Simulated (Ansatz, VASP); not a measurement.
**Fe in VASP and in Ansatz**

```
CELL_PARAMETERS angstrom
4.10655 0.00000 0.00000
-2.05328 3.55638 0.00000
0.00000 0.00000 2.34370
ATOMIC_POSITIONS crystal
Fe 0.00000 0.00000 0.00000
Fe 0.33333 0.66667 0.50000
Fe 0.66667 0.33333 0.50000
```

Alike in both runs: task single point; functional revPBE; k mesh 10 × 10 × 15; occupations fermi-dirac, width 0.05 eV; collinear spin.

|  | VASP | Ansatz |
| --- | --- | --- |
| version | VASP 6.6.1 | Ansatz 0.2.0 |
| potentials or method | VASP PAW PBE potentials, release 64 (Fe), cutoff 520 eV | plane waves (420 eV) with PAW, scalar-relativistic |
| valence electrons in the cell | 24 | 48 |

|  | VASP | Ansatz | Ansatz less VASP |
| --- | --- | --- | --- |
| pressure (GPa) | 12.4 | 12.7 | +0.23 |
| traceless stress, the component that is largest in VASP (GPa) | -0.93 | -0.60 | +0.328 |
| net moment per atom (μB) | 2.39 | 2.38 | -0.010 |
| size of the moment on the site where the two differ most (μB) | 2.51 | 2.53 | +0.017 |

VASP's potentials were made for PBE, not for revPBE. Site moments also hang on the region over which each program counts them. VASP's potentials hold 24 valence electrons a cell and Ansatz's 48, so a difference there can come from the potentials and not from the codes.
